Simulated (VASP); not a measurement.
# BeTe (F-43m) in VASP: a series of runs

Aim: see how the results for BeTe move with the level of theory and the settings. Levels: PBE, r2SCAN. Tasks: single point.

All numbers are computed with VASP 6.6.1; they aren't measurements. Logs are shortened: lines on timing, memory, paths and dates and some standing lists are left out, and cuts for length are marked.

### Step 1. The cell of the first run

It takes space group F-43m (No. 216, cubic). Conventional cell: a = 5.601 Å, b = 5.601 Å, c = 5.601 Å, α = 90.00°, β = 90.00°, γ = 90.00°. Be (site symmetry -43m) has 4 Te at 2.43 Å within 3.2 Å. Within 3.2 Å of Te (site symmetry -43m) lie 4 Be at 2.43 Å.

### Step 2. Single point, PBE (strain -1.0%)

Input file INCAR:

```
SYSTEM = BeTe
ALGO = Normal ; EDIFF = 1E-6
ENCUT = 520 ; GGA = PE
ISIF = 2 ; ISMEAR = 0
LASPH = .TRUE. ; LCHARG = .FALSE.
LREAL = .FALSE. ; LWAVE = .FALSE.
NBANDS = 11 ; NELM = 80
PREC = Accurate ; SIGMA = 0.01
```

Input file KPOINTS:

```
k-points
0
G
  4 4 4
  0 0 0
```

Input file POSCAR:

```
BeTe
1.0
    0.0000000000      2.8003373892      2.8003373892
    2.8003373892      0.0000000000      2.8003373892
    2.8003373892      2.8003373892      0.0000000000
Be Te
1 1
Direct
    0.0000000000      0.0000000000      0.0000000000
    0.2500000000      0.2500000000      0.2500000000
```

Potentials or basis: VASP PAW PBE potentials, release 64 (Be, Te).

The run is started by

```bash
$ cat potpaw_PBE.64/Be/POTCAR potpaw_PBE.64/Te/POTCAR > POTCAR
$ mpirun -np 1 vasp_std > vasp.out
```

OUTCAR:

```text
SYSTEM = BeTe
   EDIFF = 1E-6
   ENCUT = 520
   GGA = PE
   ISIF = 2
   ISMEAR = 0
   LASPH = .TRUE.
   LREAL = .FALSE.
   NELM = 80
   PREC = Accurate

 ion  position               nearest neighbor table
   1  0.000  0.000  0.000-   2 2.43   2 2.43   2 2.43   2 2.43
   2  0.250  0.250  0.250-   1 2.43   1 2.43   1 2.43   1 2.43

  LATTYP: Found a face centered cubic cell.
 ALAT       =     5.6006747784

  Lattice vectors:

 A1 = (   0.0000000000,   2.8003373892,   2.8003373892)
 A2 = (   2.8003373892,   0.0000000000,   2.8003373892)
 A3 = (   2.8003373892,   2.8003373892,   0.0000000000)

Analysis of symmetry for initial positions (statically):
=====================================================================
 Subroutine PRICEL returns:
 Original cell was already a primitive cell.

 Routine SETGRP: Setting up the symmetry group for a
 face centered cubic supercell.

 Subroutine GETGRP returns: Found 24 space group operations
 (whereof 24 operations were pure point group operations)
 out of a pool of 48 trial point group operations.

The static configuration has the point symmetry T_d .

Analysis of symmetry for dynamics (positions and initial velocities):
=====================================================================
 Subroutine PRICEL returns:
 Original cell was already a primitive cell.

 Routine SETGRP: Setting up the symmetry group for a
 face centered cubic supercell.

 Subroutine GETGRP returns: Found 24 space group operations
 (whereof 24 operations were pure point group operations)
 out of a pool of 48 trial point group operations.

The dynamic configuration has the point symmetry T_d .

 Subroutine INISYM returns: Found 24 space group operations
 (whereof 24 operations are pure point group operations),
 and found     1 'primitive' translations

----------------------------------------------------------------------------------------

                                     Primitive cell

  volume of cell :      43.9199

  direct lattice vectors                    reciprocal lattice vectors
     0.000000000  2.800337389  2.800337389    -0.178549914  0.178549914  0.178549914
     2.800337389  0.000000000  2.800337389     0.178549914 -0.178549914  0.178549914
     2.800337389  2.800337389  0.000000000     0.178549914  0.178549914 -0.178549914

  length of vectors
     3.960275115  3.960275115  3.960275115     0.309257523  0.309257523  0.309257523

  position of ions in fractional coordinates (direct lattice)
     0.000000000  0.000000000  0.000000000
     0.250000000  0.250000000  0.250000000

  ion indices of the primitive-cell ions
   primitive index   ion index
                 1           1
                 2           2

----------------------------------------------------------------------------------------

 KPOINTS: k-points

Automatic generation of k-mesh.
 Grid dimensions read from file:
 generate k-points for:    4    4    4

 Generating k-lattice:

  Cartesian coordinates                     Fractional coordinates (reciprocal lattice)
    -0.044637478  0.044637478  0.044637478     0.250000000  0.000000000  0.000000000
     0.044637478 -0.044637478  0.044637478     0.000000000  0.250000000  0.000000000
     0.044637478  0.044637478 -0.044637478     0.000000000  0.000000000  0.250000000

  Length of vectors
     0.077314381  0.077314381  0.077314381

  Shift w.r.t. Gamma in fractional coordinates (k-lattice)
     0.000000000  0.000000000  0.000000000

 Subroutine IBZKPT returns following result:
 ===========================================

 Found      8 irreducible k-points:

 Following reciprocal coordinates:
            Coordinates               Weight
  0.000000  0.000000  0.000000      1.000000
  0.250000  0.000000  0.000000      8.000000
  0.500000  0.000000  0.000000      4.000000
  0.250000  0.250000  0.000000      6.000000
  0.500000  0.250000  0.000000     24.000000
 -0.250000  0.250000  0.000000     12.000000
  0.500000  0.500000  0.000000      3.000000
 -0.250000  0.500000  0.250000      6.000000
   k-points           NKPTS =      8   k-points in BZ     NKDIM =      8   number of bands    NBANDS=     11
   number of dos      NEDOS =    301   number of ions     NIONS =      2
   total plane-waves  NPLWV =  27000
   dimension x,y,z NGX =    30 NGY =   30 NGZ =   30
   dimension x,y,z NGXF=    60 NGYF=   60 NGZF=   60
   ions per type =               1   1
   NGX,Y,Z   is equivalent  to a cutoff of  12.59, 12.59, 12.59 a.u.
   NGXF,Y,Z  is equivalent  to a cutoff of  25.19, 25.19, 25.19 a.u.
 SYSTEM =  BeTe
   PREC   = accura    normal or accurate (medium, high low for compatibility)
   ISTART =      0    job   : 0-new  1-cont  2-samecut
   ICHARG =      2    charge: 1-file 2-atom 10-const
   ISPIN  =      1    spin polarized calculation?
   LNONCOLLINEAR =      F non collinear calculations
   LSORBIT =      F    spin-orbit coupling
   LASPH  =      T    aspherical Exc in radial PAW
   ENCUT  =  520.0 eV  38.22 Ry    6.18 a.u.   7.36  7.36  7.36*2*pi/ulx,y,z
   NELM   =     80;   NELMIN=  2; NELMDL= -5     # of ELM steps
   EDIFF  = 0.1E-05   stopping-criterion for ELM
   LREAL  =      F    real-space projection
   EDIFFG = 0.1E-04   stopping-criterion for IOM
   NSW    =      0    number of steps for IOM
   IBRION =     -1    ionic relax: 0-MD 1-quasi-New 2-CG
   NFREE  =      0    steps in history (QN), initial steepest desc. (CG)
   ISIF   =      2    stress and relaxation
   ISYM   =      2    0-nonsym 1-usesym 2-fastsym
   POTIM  = 0.5000    time-step for ionic-motion
   TEBEG  =    0.0;   TEEND  =   0.0 temperature during run
   PSTRESS=    0.0 pullay stress
   NELECT =       8.0000    total number of electrons
   NUPDOWN=      -1.0000    fix difference up-down
   EMIN   =  10.00;   EMAX   =-10.00  energy-range for DOS
   EFERMI =   0.00;   METHOD = LEGACY
   ISMEAR =     0;   SIGMA  =   0.01  broadening in eV -4-tet -1-fermi 0-gaus
   EFERMI_NEDOS =   21; number of points for ismear=-14 and -15
   IALGO  =     38    algorithm
   IMIX   =      4    mixing-type and parameters
     AMIX     =   0.40;   BMIX     =  1.00
     AMIX_MAG =   1.60;   BMIX_MAG =  1.00
  volume/ion in A,a.u.               =      21.96       148.19
  Fermi-wavevector in a.u.,A,eV,Ry     =   0.928007  1.753678 11.717290  0.861197
  Thomas-Fermi vector in A             =   2.054137
   LORBIT       =      0    0 simple, 1 ext, 2 COOP (PROOUT), +10 PAW based schemes
   GGA     = PE    functional components
   LHFCALC =     F    Hartree Fock is set to
   AEXX    =    0.0000 exact exchange contribution
   IVDW    =     0    specifies the selected vdW correction
   LEPSILON=     F    determine dielectric tensor
   LRPA    =     F    only Hartree local field effects (RPA)
 non-spin polarized calculation
 Gauss-broadening in eV      SIGMA  =   0.01
  energy-cutoff  :      520.00
  volume of cell :       43.92
 maximum number of plane-waves:      1243
 NGX is ok and might be reduce to    30
   NGX = 15   NGY = 15   NGZ = 15

 number of electron       7.9999999 magnetization

 Free energy of the ion-electron system (eV)
  ---------------------------------------------------
  ext. energy  EPLUGINS =         0.00000000
  ---------------------------------------------------
  free energy    TOTEN  =        -7.53298105 eV

  energy without entropy =       -7.53298105  energy(sigma->0) =       -7.53298105

 E-fermi :   5.4000     XC(G=0):  -9.1105

 val. band max:        5.3078337940   @ k =   0.0000   0.0000   0.0000
 cond. band min:       7.2302170138   @ k =   0.5000   0.5000   0.0000
 fundamental gap:      1.9223832198
 Fermi energy:         5.3999750747

 k-point     1 :       0.0000    0.0000    0.0000
  band No.  band energies     occupation
      1      -7.0996      2.00000
      2       5.3078      2.00000
      3       5.3078      2.00000
      4       5.3078      2.00000
      5       8.8907      0.00000
      6       8.8907      0.00000
      7       8.8907      0.00000
      8       9.2517      0.00000
      9      13.6435      0.00000
     10      15.5768      0.00000
     11      15.5768      0.00000

 k-point     2 :       0.2500    0.0000    0.0000
  band No.  band energies     occupation
      1      -6.5287      2.00000
      2       1.9264      2.00000
      3       4.6129      2.00000
      4       4.6129      2.00000
      5       8.6534      0.00000
      6       9.7825      0.00000
      7       9.7825      0.00000
      8      12.4236      0.00000
      9      14.3491      0.00000
     10      14.3491      0.00000
     11      14.3876      0.00000

 k-point     3 :       0.5000    0.0000    0.0000
  band No.  band energies     occupation
      1      -5.7091      2.00000
      2      -0.3484      2.00000
      3       4.1440      2.00000
      4       4.1440      2.00000
      5       8.4221      0.00000
      6       9.8784      0.00000
      7       9.8784      0.00000
      8      13.1136      0.00000
      9      16.3177      0.00000
     10      16.8657      0.00000
     11      16.8657      0.00000

 k-point     4 :       0.2500    0.2500    0.0000
  band No.  band energies     occupation
      1      -6.3341      2.00000
      2       2.3735      2.00000
      3       3.5788      2.00000
      4       3.5788      2.00000
      5       7.8736      0.00000
      6       9.7047      0.00000
      7      11.7863      0.00000
      8      11.7863      0.00000
      9      14.0791      0.00000
     10      16.1405      0.00000
     11      16.5557      0.00000

 k-point     5 :       0.5000    0.2500    0.0000
  band No.  band energies     occupation
      1      -5.4911      2.00000
      2       0.3661      2.00000
      3       2.2468      2.00000
      4       3.2342      2.00000
      5       8.2398      0.00000
      6      10.8484      0.00000
      7      11.8804      0.00000
      8      12.1795      0.00000
      9      15.7423      0.00000
     10      17.1362      0.00000
     11      17.8141      0.00000

 k-point     6 :      -0.2500    0.2500    0.0000
  band No.  band energies     occupation
      1      -5.7864      2.00000
      2       0.8716      2.00000
      3       2.0601      2.00000
      4       4.0668      2.00000
      5       9.0532      0.00000
      6      10.8407      0.00000
      7      11.5024      0.00000
      8      12.0020      0.00000
      9      13.7129      0.00000
     10      15.2365      0.00000
     11      17.7913      0.00000

 k-point     7 :       0.5000    0.5000    0.0000
  band No.  band energies     occupation
      1      -5.1986      2.00000
      2       0.0949      2.00000
      3       2.5947      2.00000
      4       2.5947      2.00000
      5       7.2302      0.00000
      6       7.9406      0.00000
      7      15.1120      0.00000
      8      15.1120      0.00000
      9      16.9446      0.00000
     10      18.5020      0.00000
     11      18.8018      0.00000

 k-point     8 :      -0.2500    0.5000    0.2500
  band No.  band energies     occupation
      1      -5.1626      2.00000
      2       0.6413      2.00000
      3       1.5187      2.00000
      4       2.0133      2.00000
      5      10.5965      0.00000
      6      10.8302      0.00000
      7      10.8879      0.00000
      8      11.5444      0.00000
      9      16.2743      0.00000
     10      17.1553      0.00000
     11      18.2040      0.00000

------------------------ aborting loop because EDIFF is reached ----------------------------------------

  FORCE on cell =-STRESS in cart. coord.  units (eV):
  Direction    XX          YY          ZZ          XY          YZ          ZX
  --------------------------------------------------------------------------------------
  -------------------------------------------------------------------------------------
  Total        0.7297165      0.7297165      0.7297165      0.0000000     -0.0000000      0.0000000
  in kB       26.6197303     26.6197303     26.6197303      0.0000000     -0.0000000      0.0000000
  external PRESSURE =      26.6197303 kB  Pullay stress =       0.0000000 kB

 VOLUME and BASIS-vectors are now :
 -----------------------------------------------------------------------------
  energy-cutoff  :      520.00
  volume of cell :       43.92
      direct lattice vectors                 reciprocal lattice vectors
     0.000000000  2.800337389  2.800337389    -0.178549914  0.178549914  0.178549914
     2.800337389  0.000000000  2.800337389     0.178549914 -0.178549914  0.178549914
     2.800337389  2.800337389  0.000000000     0.178549914  0.178549914 -0.178549914

 POSITION                                       TOTAL-FORCE (eV/Angst)
 -----------------------------------------------------------------------------------
      0.00000      0.00000      0.00000         0.000000      0.000000      0.000000
      1.40017      1.40017      1.40017        -0.000000     -0.000000     -0.000000
 -----------------------------------------------------------------------------------
    total drift:                                0.000000      0.000000      0.000000

  FREE ENERGIE OF THE ION-ELECTRON SYSTEM (eV)
  ---------------------------------------------------
  free  energy   TOTEN  =        -7.5329810475 eV

  energy  without entropy=       -7.5329810475  energy(sigma->0) =       -7.53298105
```

It took 3.3 s on 1 thread of Intel Xeon 6975P-C (Granite Rapids), shared host; peak memory 0.16 GiB.

Results:

* Free energy: -7.5330 eV
* Pressure: 2.7 GPa
* Band gap on the k mesh: 1.92 eV (least direct gap 3.58 eV)

Levels at points of the mesh, in eV from the valence-band top:
```
           k point  band 1  band 2  band 3  band 4  band 5  band 6  band 7  band 8  band 9
(0.00, 0.00, 0.00)  -12.41    0.00    0.00    0.00    3.58    3.58    3.58    3.94    8.34
(0.50, 0.00, 0.00)  -11.02   -5.66   -1.16   -1.16    3.11    4.57    4.57    7.81   11.01
(0.50, 0.50, 0.00)  -10.51   -5.21   -2.71   -2.71    1.92    2.63    9.80    9.80   11.64
```

Caveat: the k points lie up to 0.49 Å⁻¹ apart; the cell differs from its parent crystal (strain -1.0%); spin-orbit coupling is left out, which moves the levels of the heavy elements.

### Step 3. Single point, PBE (strain +1.0%)

Input file INCAR:

```
SYSTEM = BeTe
PREC = Accurate
ENCUT = 520
EDIFF = 1E-6
ISMEAR = 0
SIGMA = 0.01
LREAL = .FALSE.
LASPH = .TRUE.
NELM = 80
ALGO = Normal
ISIF = 2
LWAVE = .FALSE.
LCHARG = .FALSE.
GGA = PE
NBANDS = 11
```

Input file KPOINTS:

```
Automatic mesh
0
G
  4 4 4
  0 0 0
```

Input file POSCAR:

```
BeTe
1.0
    0.0000000000      2.8569098617      2.8569098617
    2.8569098617      0.0000000000      2.8569098617
    2.8569098617      2.8569098617      0.0000000000
Be Te
1 1
Direct
    0.0000000000      0.0000000000      0.0000000000
    0.2500000000      0.2500000000      0.2500000000
```

Potentials or basis: VASP PAW PBE potentials, release 64 (Be, Te).

The run is started by

```bash
$ cat potpaw_PBE.64/Be/POTCAR potpaw_PBE.64/Te/POTCAR > POTCAR
$ mpirun -np 1 vasp_std > vasp.out
```

OUTCAR:

```text
SYSTEM = BeTe
   PREC = Accurate
   ENCUT = 520
   EDIFF = 1E-6
   ISMEAR = 0
   LREAL = .FALSE.
   LASPH = .TRUE.
   NELM = 80
   ISIF = 2
   GGA = PE

 ion  position               nearest neighbor table
   1  0.000  0.000  0.000-   2 2.47   2 2.47   2 2.47   2 2.47
   2  0.250  0.250  0.250-   1 2.47   1 2.47   1 2.47   1 2.47

  LATTYP: Found a face centered cubic cell.
 ALAT       =     5.7138197234

  Lattice vectors:

 A1 = (   0.0000000000,   2.8569098617,   2.8569098617)
[... 278 lines left out ...]

------------------------ aborting loop because EDIFF is reached ----------------------------------------

  FORCE on cell =-STRESS in cart. coord.  units (eV):
  Direction    XX          YY          ZZ          XY          YZ          ZX
  --------------------------------------------------------------------------------------
  -------------------------------------------------------------------------------------
  Total       -0.2588145     -0.2588145     -0.2588145      0.0000000      0.0000000      0.0000000
  in kB       -8.8915931     -8.8915931     -8.8915931      0.0000000      0.0000000      0.0000000
  external PRESSURE =      -8.8915931 kB  Pullay stress =       0.0000000 kB

 VOLUME and BASIS-vectors are now :
 -----------------------------------------------------------------------------
  energy-cutoff  :      520.00
  volume of cell :       46.64
      direct lattice vectors                 reciprocal lattice vectors
     0.000000000  2.856909862  2.856909862    -0.175014272  0.175014272  0.175014272
     2.856909862  0.000000000  2.856909862     0.175014272 -0.175014272  0.175014272
     2.856909862  2.856909862  0.000000000     0.175014272  0.175014272 -0.175014272

 POSITION                                       TOTAL-FORCE (eV/Angst)
 -----------------------------------------------------------------------------------
      0.00000      0.00000      0.00000        -0.000000     -0.000000     -0.000000
      1.42845      1.42845      1.42845         0.000000      0.000000      0.000000
 -----------------------------------------------------------------------------------
    total drift:                                0.000000      0.000000      0.000000

  FREE ENERGIE OF THE ION-ELECTRON SYSTEM (eV)
  ---------------------------------------------------
  free  energy   TOTEN  =        -7.5465252933 eV

  energy  without entropy=       -7.5465252933  energy(sigma->0) =       -7.54652529
```

It took 3.3 s on 1 thread of Intel Xeon 6975P-C (Granite Rapids), shared host; peak memory 0.16 GiB.

What came out:

* Free energy: -7.5465 eV
* Pressure: -0.9 GPa
* Band gap on the k mesh: 2.07 eV (least direct gap 3.51 eV)

Caveat: the k points lie up to 0.48 Å⁻¹ apart; the cell differs from its parent crystal (strain +1.0%); spin-orbit coupling is left out, which moves the levels of the heavy elements. A k mesh can miss the band edges.

### Step 4. Single point, r2SCAN, non-collinear spin, zero start, spin-orbit coupling (strain -4.0%)

Input file POSCAR:

```
BeTe
1.0
    0.0000000000      2.7154786804      2.7154786804
    2.7154786804      0.0000000000      2.7154786804
    2.7154786804      2.7154786804      0.0000000000
Be Te
1 1
Direct
    0.0000000000      0.0000000000      0.0000000000
    0.2500000000      0.2500000000      0.2500000000
```

Input file INCAR.step1:

```
SYSTEM = BeTe
ALGO = Normal ; EDIFF = 1E-4
ENCUT = 520 ; GGA = PE
GGA_COMPAT = .FALSE. ; ISMEAR = 0
LASPH = .TRUE. ; LCHARG = .FALSE.
LREAL = .FALSE. ; LSORBIT = .TRUE.
LWAVE = .TRUE. ; MAGMOM = 0 0 0 0 0 0
NBANDS = 20 ; NELM = 150
PREC = Accurate ; SIGMA = 0.01
```

Input file INCAR.step2:

```
SYSTEM = BeTe
ALGO = Normal ; EDIFF = 1E-7
ENCUT = 520 ; GGA_COMPAT = .FALSE.
ISIF = 2 ; ISMEAR = 0
ISTART = 1 ; LASPH = .TRUE.
LCHARG = .FALSE. ; LMIXTAU = .TRUE.
LORBIT = 11 ; LORBMOM = .TRUE.
LREAL = .FALSE. ; LSORBIT = .TRUE.
LWAVE = .FALSE. ; MAGMOM = 0 0 0 0 0 0
METAGGA = R2SCAN ; NBANDS = 20
NELM = 150 ; PREC = Accurate
SIGMA = 0.01
```

Input file KPOINTS:

```
k-points
0
G
  8 8 8
  0 0 0
```

The run is started by

```bash
$ cat potpaw_PBE.64/Be/POTCAR potpaw_PBE.64/Te/POTCAR > POTCAR
$ cp INCAR.step1 INCAR
$ mpirun -np 1 vasp_ncl > vasp.out
$ cp INCAR.step2 INCAR
$ mpirun -np 1 vasp_ncl > vasp.out
```

Wall time 4.2 min (1 thread of Intel Xeon 6975P-C (Granite Rapids), shared host); peak memory 0.35 GiB.

The run converged. Its results:

```yaml
Free_energy: -30.6200 eV
Pressure: 9.6 GPa
Net_moment: 0.00 μB per cell
Valence_electrons_inside_the_program's_atomic_spheres: Be 1.05; Te 3.64
```

Moments on the atoms (μB; x, y, z):
```
Be  0.00 0.00 0.00
Te  0.00 0.00 0.00
```

Caveat: the cell differs from its parent crystal (strain -4.0%); the cell stands under pressure; the PAW data sets were made with another functional, which shifts forces and pressure a little.

### Step 5. Summary

```csv
level,spin,cell,k mesh,gap on the mesh (eV),pressure (GPa)
PBE,off,"a = 3.960 Å, angles 60.0°, 2 atoms",4 × 4 × 4,1.92,2.7
PBE,off,"a = 4.040 Å, angles 60.0°, 2 atoms",4 × 4 × 4,2.07,-0.9
r2SCAN,"non-collinear, zero start, SOC","a = 3.840 Å, angles 60.0°, 2 atoms",8 × 8 × 8,-,9.6
```

Alike in all rows: task single point; potentials or basis VASP PAW PBE potentials, release 64 (Be, Te); cutoff (eV) 520; smearing gaussian 0.01 eV.

Caveats: some runs use coarse meshes; spin-orbit coupling is left out, which moves the levels of the heavy elements (at least some runs); the cell stands under pressure (at least some runs); the PAW data sets were made with another functional, which shifts forces and pressure a little (at least some runs).

Total energies depend on the potentials used, so only differences within one code and one set of settings carry meaning.
